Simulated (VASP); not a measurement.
Write the native input for VASP 6.6.1 that does the following.

| Quantity | Value |
| --- | --- |
| Task | single point |
| Functional | PBEsol |
| Potentials or basis | VASP PAW PBE potentials, release 64 (K_sv, Br) |
| Cutoff | 400 eV |
| k mesh | 8 × 8 × 8 |
| Occupations | gaussian, width 0.05 eV |
| Spin | no spin polarisation |
| Dipole correction | no |
| k mesh for the DOS | 12 × 12 × 12 |
| Occupations for the DOS | tetrahedron |
| Further INCAR settings | ALGO = Normal; EDIFF = 1e-06; NBANDS = 15 |

KBr:

```
K Br
1.0
     0.00000    3.27502    3.27502
     3.27502    0.00000    3.27502
     3.27502    3.27502    0.00000
K Br
1 1
Direct
  0.00000 0.00000 0.00000
  0.50000 0.50000 0.50000
```

One way to write it, as run:

POSCAR

```
KBr
1.0
    0.0000000000      3.2750162544      3.2750162544
    3.2750162544      0.0000000000      3.2750162544
    3.2750162544      3.2750162544      0.0000000000
K Br
1 1
Direct
    0.0000000000      0.0000000000      0.0000000000
    0.5000000000      0.5000000000      0.5000000000
```

INCAR.step1

```
SYSTEM = KBr
ALGO = Normal ; EDIFF = 1E-6
ENCUT = 400 ; GGA = PS
GGA_COMPAT = .FALSE. ; ISIF = 2
ISMEAR = 0 ; LASPH = .TRUE.
LCHARG = .TRUE. ; LORBIT = 11
LREAL = .FALSE. ; LWAVE = .FALSE.
NBANDS = 15 ; NEDOS = 2001
NELM = 120 ; PREC = Accurate
SIGMA = 0.05
```

KPOINTS.step1

```
k-points
0
G
  8 8 8
  0 0 0
```

INCAR.step2

```
SYSTEM = KBr
ALGO = Normal ; EDIFF = 1E-6
ENCUT = 400 ; GGA = PS
GGA_COMPAT = .FALSE. ; ICHARG = 11
ISIF = 2 ; ISMEAR = -5
LASPH = .TRUE. ; LCHARG = .FALSE.
LORBIT = 10 ; LREAL = .FALSE.
LWAVE = .FALSE. ; NBANDS = 15
NEDOS = 2001 ; NELM = 120
PREC = Accurate ; SIGMA = 0.05
```

KPOINTS.step2

```
k-points
0
G
  12 12 12
  0 0 0
```

Potentials or basis: VASP PAW PBE potentials, release 64 (K_sv, Br).

The run is started by

```bash
$ cat potpaw_PBE.64/K_sv/POTCAR potpaw_PBE.64/Br/POTCAR > POTCAR
$ cp INCAR.step1 INCAR
$ cp KPOINTS.step1 KPOINTS
$ mpirun -np 1 vasp_std > vasp.out
$ cp INCAR.step2 INCAR
$ cp KPOINTS.step2 KPOINTS
$ mpirun -np 1 vasp_std > vasp.out
```

It gave:

| Quantity | Value |
| --- | --- |
| Valence electrons inside the program's atomic spheres | K 7.55; Br 4.88 |

Run time: 42 s on 1 thread of Intel(R) Xeon(R) Platinum 8488C (Sapphire Rapids), on a shared host, peak memory 0.18 GiB.
